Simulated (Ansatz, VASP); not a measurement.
**One calculation of CoSi4, two programs**

```
CELL_PARAMETERS angstrom
4.29995 0.00000 0.00000
0.00000 4.29995 0.00000
0.00000 0.00000 4.29995
ATOMIC_POSITIONS crystal
Co 0.00000 0.00000 0.00000
Si 0.28976 0.28976 0.28976
Si 0.71024 0.71024 0.28976
Si 0.28976 0.71024 0.71024
Si 0.71024 0.28976 0.71024
```

Change from the starting cell: species swapped into the SnI4 type (P-43m, No. 215).

Alike in both runs: task relaxation of cell and atoms; functional PBE; k mesh 10 × 10 × 10; occupations gaussian, width 0.1 eV; no spin polarisation.

|  | VASP | Ansatz |
| --- | --- | --- |
| version | VASP 6.6.1 | Ansatz 0.2.0 |
| potentials or method | VASP PAW PBE potentials, release 64 (Co, Si), cutoff 600 eV | scalar-relativistic, plane waves, PAW |
| valence electrons in the cell | 25 | 33 |

|  | VASP | Ansatz | Ansatz less VASP |
| --- | --- | --- | --- |
| gap on the k mesh at the Fermi level, each at its own relaxed structure (eV) | none | none | - |
| relaxed volume (Å³/atom) | 15.76 | 15.75 | -0.011 |
| relaxed length of the cell vector where the two differ most in proportion (Å) | 4.287 | 4.286 | -0.0010 |

A gap of «none» marks a metal or a gap that the smearing closes. VASP's potentials hold 25 valence electrons a cell and Ansatz's 33, so a difference there can come from the potentials and not from the codes.
